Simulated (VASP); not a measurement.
# MnSb (Fm-3m) in VASP: notebook

The runs below take MnSb through single point, with PBE, LDA.

Program: VASP 6.6.1. These are calculated values, not measurements. Logs are shortened: lines on timing, memory, paths and dates and some standing lists are left out, and cuts for length are marked.

## (1) The cell of the first run

The structure is cubic, space group Fm-3m (No. 225). The conventional cell has a = 5.718 Å, b = 5.718 Å, c = 5.718 Å, α = 90.00°, β = 90.00°, γ = 90.00°. Mn (site symmetry m-3m) has 6 Sb at 2.86 Å within 3.8 Å. Sb (site symmetry m-3m) has 6 Mn at 2.86 Å within 3.8 Å.

## (2) Single point, PBE, collinear spin, ferrimagnetic start

The input, INCAR:

```
SYSTEM = MnSb
PREC = Accurate
ENCUT = 520
EDIFF = 1E-7
ISMEAR = 0
SIGMA = 0.1
LREAL = .FALSE.
LASPH = .TRUE.
NELM = 150
ALGO = Normal
ISIF = 2
LWAVE = .FALSE.
LCHARG = .FALSE.
ISPIN = 2
MAGMOM = 4.18 -0.12
LORBIT = 11
LMAXMIX = 4
GGA = PE
NBANDS = 20
```

The input, KPOINTS:

```
Automatic mesh
0
G
  4 4 4
  0 0 0
```

The input, POSCAR:

```
MnSb
1.0
    0.0000000000      2.8587678603      2.8587678603
    2.8587678603      0.0000000000      2.8587678603
    2.8587678603      2.8587678603      0.0000000000
Mn Sb
1 1
Direct
    0.0000000000      0.0000000000      0.0000000000
    0.5000000000      0.5000000000      0.5000000000
```

Potentials or basis: VASP PAW PBE potentials, release 64 (Mn_pv, Sb).

Started as:

```bash
cat potpaw_PBE.64/Mn_pv/POTCAR potpaw_PBE.64/Sb/POTCAR > POTCAR
mpirun -np 1 vasp_std > vasp.out
```

OUTCAR:

```text
SYSTEM = MnSb
   PREC = Accurate
   ENCUT = 520
   EDIFF = 1E-7
   ISMEAR = 0
   LREAL = .FALSE.
   LASPH = .TRUE.
   NELM = 150
   ISIF = 2
   ISPIN = 2
   LORBIT = 11
   GGA = PE

 ion  position               nearest neighbor table
   1  0.000  0.000  0.000-   2 2.86   2 2.86   2 2.86   2 2.86   2 2.86   2 2.86
   2  0.500  0.500  0.500-   1 2.86   1 2.86   1 2.86   1 2.86   1 2.86   1 2.86

  LATTYP: Found a face centered cubic cell.
 ALAT       =     5.7175357206

  Lattice vectors:

 A1 = (   0.0000000000,   2.8587678603,   2.8587678603)
 A2 = (   2.8587678603,   0.0000000000,   2.8587678603)
 A3 = (   2.8587678603,   2.8587678603,   0.0000000000)

Analysis of symmetry for initial positions (statically):
=====================================================================
 Subroutine PRICEL returns:
 Original cell was already a primitive cell.

 Routine SETGRP: Setting up the symmetry group for a
 face centered cubic supercell.

 Subroutine GETGRP returns: Found 48 space group operations
 (whereof 48 operations were pure point group operations)
 out of a pool of 48 trial point group operations.

The static configuration has the point symmetry O_h .

Analysis of symmetry for dynamics (positions and initial velocities):
=====================================================================
 Subroutine PRICEL returns:
 Original cell was already a primitive cell.

 Routine SETGRP: Setting up the symmetry group for a
 face centered cubic supercell.

 Subroutine GETGRP returns: Found 48 space group operations
 (whereof 48 operations were pure point group operations)
 out of a pool of 48 trial point group operations.

The dynamic configuration has the point symmetry O_h .

Analysis of structural, dynamic, and magnetic symmetry:
=====================================================================
 Subroutine PRICEL returns:
 Original cell was already a primitive cell.

 Routine SETGRP: Setting up the symmetry group for a
 face centered cubic supercell.

 Subroutine GETGRP returns: Found 48 space group operations
 (whereof 48 operations were pure point group operations)
 out of a pool of 48 trial point group operations.

The overall configuration has the point symmetry O_h .

 Subroutine INISYM returns: Found 48 space group operations
 (whereof 48 operations are pure point group operations),
 and found     1 'primitive' translations

----------------------------------------------------------------------------------------

                                     Primitive cell

  volume of cell :      46.7269

  direct lattice vectors                    reciprocal lattice vectors
     0.000000000  2.858767860  2.858767860    -0.174900525  0.174900525  0.174900525
     2.858767860  0.000000000  2.858767860     0.174900525 -0.174900525  0.174900525
     2.858767860  2.858767860  0.000000000     0.174900525  0.174900525 -0.174900525

  length of vectors
     4.042908280  4.042908280  4.042908280     0.302936596  0.302936596  0.302936596

  position of ions in fractional coordinates (direct lattice)
     0.000000000  0.000000000  0.000000000
     0.500000000  0.500000000  0.500000000

  ion indices of the primitive-cell ions
   primitive index   ion index
                 1           1
                 2           2

----------------------------------------------------------------------------------------

 KPOINTS: Automatic mesh

Automatic generation of k-mesh.
 Grid dimensions read from file:
 generate k-points for:    4    4    4

 Generating k-lattice:

  Cartesian coordinates                     Fractional coordinates (reciprocal lattice)
    -0.043725131  0.043725131  0.043725131     0.250000000  0.000000000  0.000000000
     0.043725131 -0.043725131  0.043725131     0.000000000  0.250000000  0.000000000
     0.043725131  0.043725131 -0.043725131     0.000000000  0.000000000  0.250000000

  Length of vectors
     0.075734149  0.075734149  0.075734149

  Shift w.r.t. Gamma in fractional coordinates (k-lattice)
     0.000000000  0.000000000  0.000000000

 Subroutine IBZKPT returns following result:
 ===========================================

 Found      8 irreducible k-points:

 Following reciprocal coordinates:
            Coordinates               Weight
  0.000000  0.000000  0.000000      1.000000
  0.250000  0.000000  0.000000      8.000000
  0.500000  0.000000  0.000000      4.000000
  0.250000  0.250000  0.000000      6.000000
  0.500000  0.250000  0.000000     24.000000
 -0.250000  0.250000  0.000000     12.000000
  0.500000  0.500000  0.000000      3.000000
 -0.250000  0.500000  0.250000      6.000000
   k-points           NKPTS =      8   k-points in BZ     NKDIM =      8   number of bands    NBANDS=     20
   number of dos      NEDOS =    301   number of ions     NIONS =      2
   total plane-waves  NPLWV =  27000
   dimension x,y,z NGX =    30 NGY =   30 NGZ =   30
   dimension x,y,z NGXF=    60 NGYF=   60 NGZF=   60
[... 104 lines left out ...]
     20      20.6163      0.00000

 k-point     4 :       0.2500    0.2500    0.0000
  band No.  band energies     occupation
      1     -43.4732      1.00000
      2     -43.4728      1.00000
      3     -43.4728      1.00000
      4      -3.2815      1.00000
      5       2.9971      1.00000
      6       3.6608      1.00000
[... 58 lines left out ...]
     19      19.1972      0.00000
     20      20.3564      0.00000

 k-point     7 :       0.5000    0.5000    0.0000
  band No.  band energies     occupation
      1     -43.4744      1.00000
      2     -43.4733      1.00000
      3     -43.4732      1.00000
      4      -2.0012      1.00000
      5       2.5144      1.00000
      6       3.4918      1.00000
[... 12 lines left out ...]
     19      20.8942      0.00000
     20      21.2176      0.00000

 k-point     8 :      -0.2500    0.5000    0.2500
  band No.  band energies     occupation
      1     -43.4738      1.00000
      2     -43.4738      1.00000
      3     -43.4731      1.00000
      4      -1.8097      1.00000
      5       2.9752      1.00000
      6       2.9752      1.00000
[... 12 lines left out ...]
     19      21.2566      0.00000
     20      22.2189      0.00000
 Fermi energy:         6.8153817150

 spin component 2

 k-point     1 :       0.0000    0.0000    0.0000
  band No.  band energies     occupation
      1     -39.3984      1.00000
      2     -39.3984      1.00000
      3     -39.3984      1.00000
      4      -4.1932      1.00000
      5       7.1442      0.00000
      6       7.1442      0.00000
[... 12 lines left out ...]
     19      16.9589      0.00000
     20      16.9589      0.00000

 k-point     2 :       0.2500    0.0000    0.0000
  band No.  band energies     occupation
      1     -39.3999      1.00000
      2     -39.3984      1.00000
      3     -39.3984      1.00000
      4      -3.4897      1.00000
      5       4.1931      1.00000
      6       5.8270      1.00000
[... 12 lines left out ...]
     19      16.8378      0.00000
     20      20.2571      0.00000

 k-point     3 :       0.5000    0.0000    0.0000
  band No.  band energies     occupation
      1     -39.4014      1.00000
      2     -39.3985      1.00000
      3     -39.3985      1.00000
      4      -2.3523      1.00000
      5       1.6677      1.00000
      6       5.1955      1.00000
[... 12 lines left out ...]
     19      19.8506      0.00000
     20      21.1465      0.00000

 k-point     4 :       0.2500    0.2500    0.0000
  band No.  band energies     occupation
      1     -39.3996      1.00000
      2     -39.3990      1.00000
      3     -39.3990      1.00000
      4      -3.2851      1.00000
      5       4.1970      1.00000
      6       6.0747      1.00000
[... 61 lines left out ...]
 k-point     7 :       0.5000    0.5000    0.0000
  band No.  band energies     occupation
      1     -39.4011      1.00000
      2     -39.3996      1.00000
      3     -39.3996      1.00000
      4      -2.0043      1.00000
      5       2.6001      1.00000
      6       5.5212      1.00000
[... 12 lines left out ...]
     19      21.0581      0.00000
     20      21.0581      0.00000

 k-point     8 :      -0.2500    0.5000    0.2500
  band No.  band energies     occupation
      1     -39.4003      1.00000
      2     -39.4003      1.00000
      3     -39.3994      1.00000
      4      -1.8644      1.00000
      5       3.5032      1.00000
      6       3.5032      1.00000
[... 12 lines left out ...]
     19      21.0555      0.00000
     20      22.3984      0.00000

------------------------ aborting loop because EDIFF is reached ----------------------------------------

  FORCE on cell =-STRESS in cart. coord.  units (eV):
  Direction    XX          YY          ZZ          XY          YZ          ZX
  --------------------------------------------------------------------------------------
  -------------------------------------------------------------------------------------
  Total       -0.9238168     -0.9238168     -0.9238168     -0.0000000      0.0000000     -0.0000000
  in kB      -31.6759597    -31.6759597    -31.6759597     -0.0000000      0.0000000     -0.0000000
  external PRESSURE =     -31.6759597 kB  Pullay stress =       0.0000000 kB

 VOLUME and BASIS-vectors are now :
 -----------------------------------------------------------------------------
  energy-cutoff  :      520.00
  volume of cell :       46.73
      direct lattice vectors                 reciprocal lattice vectors
     0.000000000  2.858767860  2.858767860    -0.174900525  0.174900525  0.174900525
     2.858767860  0.000000000  2.858767860     0.174900525 -0.174900525  0.174900525
     2.858767860  2.858767860  0.000000000     0.174900525  0.174900525 -0.174900525

 POSITION                                       TOTAL-FORCE (eV/Angst)
 -----------------------------------------------------------------------------------
      0.00000      0.00000      0.00000         0.000000     -0.000000      0.000000
      2.85877      2.85877      2.85877        -0.000000      0.000000      0.000000
 -----------------------------------------------------------------------------------
    total drift:                               -0.000000      0.000000      0.000000

  FREE ENERGIE OF THE ION-ELECTRON SYSTEM (eV)
  ---------------------------------------------------
  free  energy   TOTEN  =       -12.7649880502 eV

  energy  without entropy=      -12.7574441768  energy(sigma->0) =      -12.76121611

 total charge

# of ion       s       p       d       tot
------------------------------------------
    1        0.268   6.160   4.971  11.399
    2        1.158   1.263   0.028   2.448
--------------------------------------------------
tot          1.426   7.422   4.999  13.848

 magnetization (x)

# of ion       s       p       d       tot
------------------------------------------
    1        0.076   0.027   3.778   3.881
    2        0.026  -0.161   0.009  -0.126
--------------------------------------------------
tot          0.101  -0.134   3.787   3.754
```

Wall time 43 s (1 thread of Intel Xeon 8259CL, shared host); peak memory 0.19 GiB.

What came out:

```yaml
Free_energy: -12.7650 eV
Pressure: -3.2 GPa
Net_moment: 3.91 μB per cell
Site_moments: Mn +3.88; Sb -0.13 μB
Valence_electrons_inside_the_program's_atomic_spheres: Mn 11.40; Sb 2.45
```

Caveat: the k points lie up to 0.48 Å⁻¹ apart; spin-orbit coupling is left out, which moves the levels of the heavy elements; a cell with one magnetic atom can't hold antiferromagnetic order, which such compounds often take.

## (3) Single point, PBE

This run uses another cell than the first one, of 21.83 Å³/atom, 0.935 times its volume.

The input, INCAR:

```
SYSTEM = MnSb
PREC = Accurate
ENCUT = 500
EDIFF = 1E-6
ISMEAR = 0
SIGMA = 0.1
LREAL = .False.
LASPH = .True.
NELM = 120
ALGO = Normal
ISIF = 2
LWAVE = .False.
LCHARG = .True.
GGA = PE
LELF = .True.
LVHAR = .True.
NBANDS = 16
GGA_COMPAT = .False.
```

The input, KPOINTS:

```
regular mesh
0
Gamma
  4 4 4
  0 0 0
```

The input, POSCAR:

```
MnSb
1.0
    0.0000000000      2.7950160000      2.7950160000
    2.7950160000      0.0000000000      2.7950160000
    2.7950160000      2.7950160000      0.0000000000
Mn Sb
1 1
Direct
    0.0000000000      0.0000000000      0.0000000000
    0.5000000000      0.5000000000      0.5000000000
```

Potentials or basis: VASP PAW PBE potentials, release 64 (Mn_pv, Sb).

Started as:

```bash
cat potpaw_PBE.64/Mn_pv/POTCAR potpaw_PBE.64/Sb/POTCAR > POTCAR
mpirun -np 1 vasp_std > vasp.out
```

Run time: 12 s. Hardware: 1 thread of Intel Xeon Platinum 8259CL at 2.50GHz (Skylake/Cascade Lake), shared host; peak memory 0.16 GiB.

Results (log left out):

| Property | Result |
| --- | --- |
| Free energy | -11.3108 eV |
| Pressure | -13.9 GPa |

Levels at points of the mesh, in eV from the Fermi level:
```tsv
k point	band 5	band 6	band 7	band 8	band 9	band 10	band 11	band 12	band 13	band 14
(0.00, 0.00, 0.00)	-0.67	-0.67	-0.67	-0.56	-0.56	1.61	1.61	1.61	5.68	8.56
(0.50, 0.00, 0.00)	-5.32	-2.07	-2.07	-0.15	-0.15	0.08	3.78	3.78	4.48	5.63
(0.50, 0.50, 0.00)	-4.22	-1.34	-1.09	-1.09	-0.31	0.03	0.03	0.39	2.13	5.88
```

Caveat: the k points lie up to 0.49 Å⁻¹ apart; spin-orbit coupling is left out, which moves the levels of the heavy elements. Spin polarisation is off, so any magnetic state and its effect on volume and gap are missing.

## (4) Single point, PBE, collinear spin, ferrimagnetic start

This run uses another cell than the first one, of 21.83 Å³/atom, 0.935 times its volume.

The input, INCAR:

```
  ALGO = Normal
  EDIFF = 1E-6
  ENCUT = 500
  GGA = PE
  GGA_COMPAT = False
  ISIF = 2
  ISMEAR = 0
  ISPIN = 2
  LASPH = True
  LCHARG = True
  LELF = True
  LMAXMIX = 4
  LORBIT = 11
  LREAL = False
  LVHAR = True
  LWAVE = False
  MAGMOM = 4.18 -0.12
  NBANDS = 20
  NELM = 200
  PREC = Accurate
  SIGMA = 0.1
```

The input, KPOINTS:

```
k-points
0
Gamma
  2 2 2
```

POSCAR is that of step 3.

Started as:

```bash
cat potpaw_PBE.64/Mn_pv/POTCAR potpaw_PBE.64/Sb/POTCAR > POTCAR
mpirun -np 1 vasp_std > vasp.out
```

Wall time 22 s (1 thread of Intel Xeon Platinum 8259CL at 2.50GHz (Skylake/Cascade Lake), shared host); peak memory 0.18 GiB.

Results (log left out):

| Item | Value |
| --- | --- |
| Free energy | -12.4941 eV |
| Pressure | -7.1 GPa |
| Net moment | 3.25 μB per cell |
| Site moments | Mn +3.33; Sb -0.15 μB |
| Valence electrons inside the program's atomic spheres | Mn 11.53; Sb 2.43 |

Levels at points of the mesh, in eV from the Fermi level:
Spin up:
| k point | band 8 | band 9 | band 10 | band 11 | band 12 | band 13 |
| --- | --- | --- | --- | --- | --- | --- |
| (0.00, 0.00, 0.00) | -2.58 | -2.58 | 0.77 | 0.77 | 0.77 | 4.54 |
| (0.50, 0.00, 0.00) | -2.43 | -2.43 | -2.15 | 2.46 | 2.46 | 3.56 |
| (0.50, 0.50, 0.00) | -2.31 | -2.31 | -1.99 | -1.99 | -1.56 | 0.67 |
Spin down:
| k point | band 4 | band 5 | band 6 | band 7 | band 8 | band 9 | band 10 | band 11 |
| --- | --- | --- | --- | --- | --- | --- | --- | --- |
| (0.00, 0.00, 0.00) | -12.04 | -0.06 | -0.06 | 0.01 | 0.01 | 0.01 | 0.70 | 0.70 |
| (0.50, 0.00, 0.00) | -10.01 | -6.06 | -2.26 | -2.26 | 0.73 | 0.73 | 0.92 | 3.60 |
| (0.50, 0.50, 0.00) | -9.62 | -5.12 | -1.97 | -1.97 | -1.04 | 0.27 | 0.67 | 1.03 |

Caveat: the k points lie up to 0.97 Å⁻¹ apart; spin-orbit coupling is left out, which moves the levels of the heavy elements; a cell with one magnetic atom can't hold antiferromagnetic order, which such compounds often take.

## (5) Single point, PBE, collinear spin, ferrimagnetic start

This run uses another cell than the first one, of 21.83 Å³/atom, 0.935 times its volume.

The input, INCAR:

```
PREC = Accurate ; ENCUT = 500
EDIFF = 1E-6 ; ISMEAR = 0
SIGMA = 0.1 ; LREAL = False
LASPH = True ; NELM = 200
ALGO = Normal ; ISIF = 2
LWAVE = False ; LCHARG = True
ISPIN = 2 ; MAGMOM = 4.18 -0.12
LORBIT = 11 ; LMAXMIX = 4
GGA = PE ; LELF = True
LVHAR = True ; NBANDS = 20
GGA_COMPAT = False
```

The input, KPOINTS:

```
regular mesh
0
Gamma
  3 3 3
```

POSCAR is that of step 4.

Started as:

```bash
cat potpaw_PBE.64/Mn_pv/POTCAR potpaw_PBE.64/Sb/POTCAR > POTCAR
mpirun -np 1 vasp_std > vasp.out
```

Wall time 24 s (1 thread of Intel Xeon Platinum 8259CL at 2.50GHz (Skylake/Cascade Lake), shared host); peak memory 0.18 GiB.

Results (log left out):

```yaml
Free_energy: -12.8877 eV
Pressure: -1.0 GPa
Net_moment: 3.70 μB per cell
Site_moments: Mn +3.68; Sb -0.11 μB
Valence_electrons_inside_the_program's_atomic_spheres: Mn 11.47; Sb 2.48
```

Levels at points of the mesh, in eV from the Fermi level:
Spin up:
```tsv
k point	band 8	band 9	band 10	band 11	band 12	band 13
(0.00, 0.00, 0.00)	-2.87	-2.87	1.11	1.11	1.11	4.77
```
Spin down:
```csv
k point,band 3,band 4,band 5,band 6,band 7,band 8,band 9,band 10,band 11,band 12
"(0.00, 0.00, 0.00)",-46.45,-11.66,0.02,0.02,0.11,0.11,0.11,1.08,1.08,1.08
```

Caveat: the k points lie up to 0.65 Å⁻¹ apart; spin-orbit coupling is left out, which moves the levels of the heavy elements; a cell with one magnetic atom can't hold antiferromagnetic order, which such compounds often take.

## (6) Single point, LDA, collinear spin, ferrimagnetic start

This run uses another cell than the first one, of 19.28 Å³/atom, 0.825 times its volume.

The input, INCAR:

```
PREC = Accurate ; ENCUT = 500
EDIFF = 1E-6 ; ISMEAR = 0
SIGMA = 0.1 ; LREAL = F
LASPH = T ; NELM = 200
ALGO = Normal ; ISIF = 2
LWAVE = F ; LCHARG = T
ISPIN = 2 ; MAGMOM = 4.18 -0.12
LORBIT = 11 ; LMAXMIX = 4
LELF = T ; LVHAR = T
NBANDS = 20 ; GGA_COMPAT = F
```

The input, KPOINTS:

```
Automatic mesh
0
Gamma
  4 4 4
```

The input, POSCAR:

```
MnSb
1.0
    0.0000000000      2.6814592385      2.6814592385
    2.6814592385      0.0000000000      2.6814592385
    2.6814592385      2.6814592385      0.0000000000
Mn Sb
1 1
Direct
    0.0000000000      0.0000000000      0.0000000000
    0.5000000000      0.5000000000      0.5000000000
```

Potentials or basis: VASP PAW LDA potentials, release 64 (Mn_pv, Sb).

Started as:

```bash
cat potpaw_LDA.64/Mn_pv/POTCAR potpaw_LDA.64/Sb/POTCAR > POTCAR
mpirun -np 1 vasp_std > vasp.out
```

Run time: 19 s. Hardware: 1 thread of Intel Xeon Platinum 8259CL at 2.50GHz (Skylake/Cascade Lake), shared host; peak memory 0.15 GiB.

Results (log left out):

```yaml
Free_energy: -14.1021 eV
Pressure: -5.0 GPa
Net_moment: 2.72 μB per cell
Site_moments: Mn +2.79; Sb -0.12 μB
Valence_electrons_inside_the_program's_atomic_spheres: Mn 11.68; Sb 2.53
```

Levels at points of the mesh, in eV from the Fermi level:
Spin up:
| k point | band 6 | band 7 | band 8 | band 9 | band 10 | band 11 | band 12 | band 13 | band 14 | band 15 |
| --- | --- | --- | --- | --- | --- | --- | --- | --- | --- | --- |
| (0.00, 0.00, 0.00) | -2.40 | -2.40 | -2.16 | -2.16 | 1.57 | 1.57 | 1.57 | 6.65 | 8.16 | 8.79 |
| (0.50, 0.00, 0.00) | -3.51 | -3.51 | -1.88 | -1.88 | -1.52 | 3.57 | 3.57 | 4.45 | 5.35 | 5.35 |
| (0.50, 0.50, 0.00) | -3.04 | -1.90 | -1.70 | -1.70 | -1.62 | -1.62 | -0.87 | 1.84 | 5.40 | 13.90 |
Spin down:
```
           k point  band 4  band 5  band 6  band 7  band 8  band 9  band 10  band 11
(0.00, 0.00, 0.00)  -12.27   -0.30   -0.30   -0.30   -0.22   -0.22     1.62     1.62
(0.50, 0.00, 0.00)   -9.77   -6.22   -2.31   -2.31    0.45    0.45     0.72     4.54
(0.50, 0.50, 0.00)   -9.39   -5.09   -1.51   -1.51   -1.36    0.13     0.76     0.76
```

Caveat: the k points lie up to 0.51 Å⁻¹ apart; spin-orbit coupling is left out, which moves the levels of the heavy elements; a cell with one magnetic atom can't hold antiferromagnetic order, which such compounds often take.

## (7) Overview

```tsv
level	potentials or basis	spin	cell	k mesh	cutoff (eV)	gap on the mesh (eV)	pressure (GPa)	moment (μB)
PBE	VASP PAW PBE potentials, release 64 (Mn_pv, Sb)	collinear, ferrimagnetic start	a = 4.043 Å, angles 60.0°, 2 atoms	4 × 4 × 4	520	none	-3.2	3.91
PBE	VASP PAW PBE potentials, release 64 (Mn_pv, Sb)	off	a = 3.953 Å, angles 60.0°, 2 atoms	4 × 4 × 4	500	-	-13.9	-
PBE	VASP PAW PBE potentials, release 64 (Mn_pv, Sb)	collinear, ferrimagnetic start	a = 3.953 Å, angles 60.0°, 2 atoms	2 × 2 × 2	500	none	-7.1	3.25
PBE	VASP PAW PBE potentials, release 64 (Mn_pv, Sb)	collinear, ferrimagnetic start	a = 3.953 Å, angles 60.0°, 2 atoms	3 × 3 × 3	500	none	-1.0	3.70
LDA	VASP PAW LDA potentials, release 64 (Mn_pv, Sb)	collinear, ferrimagnetic start	a = 3.792 Å, angles 60.0°, 2 atoms	4 × 4 × 4	500	none	-5.0	2.72
```

Alike in all rows: task single point; smearing gaussian 0.1 eV.

Caveats: all runs use coarse meshes; spin-orbit coupling is left out, which moves the levels of the heavy elements; a cell with one magnetic atom can't hold antiferromagnetic order, which such compounds often take (some runs).

Absolute energies hang on the potentials; compare differences alone.
